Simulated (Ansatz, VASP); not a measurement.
Si3B in VASP and in Ansatz

POSCAR

```
Si3B
1.0
    3.6074559912      0.0000000000      0.0000000000
    0.0000000000      3.6074559912      0.0000000000
    0.0000000000      0.0000000000      3.6074559912
Si B
3 1
Direct
    0.0000000000      0.5000000000      0.5000000000
    0.5000000000      0.0000000000      0.5000000000
    0.5000000000      0.5000000000      0.0000000000
    0.0000000000      0.0000000000      0.0000000000
```

Contents of INCAR.step1:

```
PREC     = Accurate       # precision mode
ENCUT    = 600            # plane-wave cutoff, eV
ISMEAR   = 0              # smearing method
SIGMA    = 0.1            # smearing width, eV
LREAL    = F              # projectors in reciprocal space
LASPH    = T              # aspherical terms in the spheres
NELM     = 80             # most SCF steps
GGA      = PE             # functional
ALGO     = Normal         # electronic algorithm
EDIFF    = 1E-4           # SCF threshold, eV
LWAVE    = T              # write WAVECAR
LCHARG   = F              # write CHGCAR
```

Contents of INCAR.step2:

```
PREC     = Accurate       # precision mode
ENCUT    = 600            # plane-wave cutoff, eV
EDIFF    = 1E-6           # SCF threshold, eV
ISMEAR   = 0              # smearing method
SIGMA    = 0.1            # smearing width, eV
LREAL    = F              # projectors in reciprocal space
LASPH    = T              # aspherical terms in the spheres
NELM     = 80             # most SCF steps
ALGO     = Normal         # electronic algorithm
ISIF     = 3              # what is computed and relaxed
LWAVE    = F              # write WAVECAR
LCHARG   = F              # write CHGCAR
METAGGA  = R2SCAN         # meta-GGA
LMIXTAU  = T            
IBRION   = 2              # ionic algorithm
NSW      = 100            # ionic steps
EDIFFG   = -0.01          # ionic threshold
ISTART   = 1
```

KPOINTS

```
regular mesh
0
Gamma
  14 14 14
```

Input for Ansatz:

```yaml
crystal:
  lattice:
    - [3.6074559912, 0.0, 0.0]
    - [0.0, 3.6074559912, 0.0]
    - [0.0, 0.0, 3.6074559912]
  atoms:
    - { symbol: Si, position: [0.0, 0.5, 0.5] }
    - { symbol: Si, position: [0.5, 0.0, 0.5] }
    - { symbol: Si, position: [0.5, 0.5, 0.0] }
    - { symbol: B, position: [0.0, 0.0, 0.0] }
basis:
  ecutwfc: 500
kpoints:
  mp_grid: { grid: [14, 14, 14] }
hamiltonian:
  xc: r2scan
scf:
  occupations: { method: gaussian, width: 0.1 }
output:
  forces: true
  stress: true
  eigenvalues: true
relax:
  adjacent_minimum: "off"
  f_tol: 0.01
  max_steps: 80
  cell: { stress_tol: 0.05 }
```

Alike in both runs: task relaxation of cell and atoms; functional r2SCAN; k mesh 14 × 14 × 14; occupations gaussian, width 0.1 eV; no spin polarisation.

```csv
,VASP,Ansatz
version,VASP 6.6.1,Ansatz 0.2.0
potentials or method,"VASP PAW PBE potentials, release 64 (Si, B), cutoff 600 eV","scalar-relativistic, plane waves, PAW"
valence electrons in the cell,15,15
```

Ansatz gave:

* gap on the k mesh at the Fermi level, each at its own relaxed structure (eV): none
* relaxed volume (Å³/atom): 11.72
* relaxed cell length with the largest relative difference (Å): 3.606

**Question.** Which values does VASP return?

**Answer.** gap on the k mesh at the Fermi level, each at its own relaxed structure (eV): none; relaxed volume (Å³/atom): 11.74; relaxed cell length with the largest relative difference (Å): 3.607.

VASP's potentials were made for PBE, not for r2SCAN. A gap of «none» marks a metal or a gap that the smearing closes.

Noted on VASP's run: the relaxation stopped at its first step, so nothing moved.
